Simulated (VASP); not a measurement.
AlN, 4 atoms in the cell. The structure is monoclinic, space group Pm (No. 6). The conventional cell has a = 3.886 Å, b = 2.977 Å, c = 4.177 Å, α = 90.00°, β = 101.67°, γ = 90.00°. Al (site symmetry m) has 3 N at 1.93 to 2.23 Å within 2.6 Å. Within 2.6 Å of Al (site symmetry m) lie 4 N at 1.94 to 2.00 Å. Within 2.0 Å of N (site symmetry m) lie 1 N at 1.49 Å and 3 Al at 1.95 to 2.00 Å. Within 2.0 Å of N (site symmetry m) lie 1 N at 1.49 Å and 3 Al at 1.93 to 1.94 Å. The cell was generated, and may not be a known phase.

| Property | Result |
| --- | --- |
| Program | VASP 6.6.1 |
| Task | single point |
| Functional | PBE |
| Potentials or basis | VASP PAW PBE potentials, release 64 (Al, N) |
| Cutoff | 520 eV |
| k mesh | 12 × 16 × 12 |
| Occupations | gaussian, width 0.1 eV |
| Spin | no spin polarisation |
| Dipole correction | no |
| Further INCAR settings | ALGO = Normal; EDIFF = 1e-06; NBANDS = 16 |

Potentials or basis: VASP PAW PBE potentials, release 64 (Al, N).

The run is started by

```bash
$ cat potpaw_PBE.64/Al/POTCAR potpaw_PBE.64/N/POTCAR > POTCAR
$ mpirun -np 1 vasp_std > vasp.out
```

Hardware: 1 thread of Intel(R) Xeon(R) Platinum 8375C CPU @ 2.90GHz (Ice Lake), on a shared host.

Task: How long does it take, and how much memory?

Result: It took 9.6 min on 1 thread of Intel(R) Xeon(R) Platinum 8375C CPU @ 2.90GHz (Ice Lake), on a shared host, peak memory 0.49 GiB. Counts: scf iterations 14, k points 666.
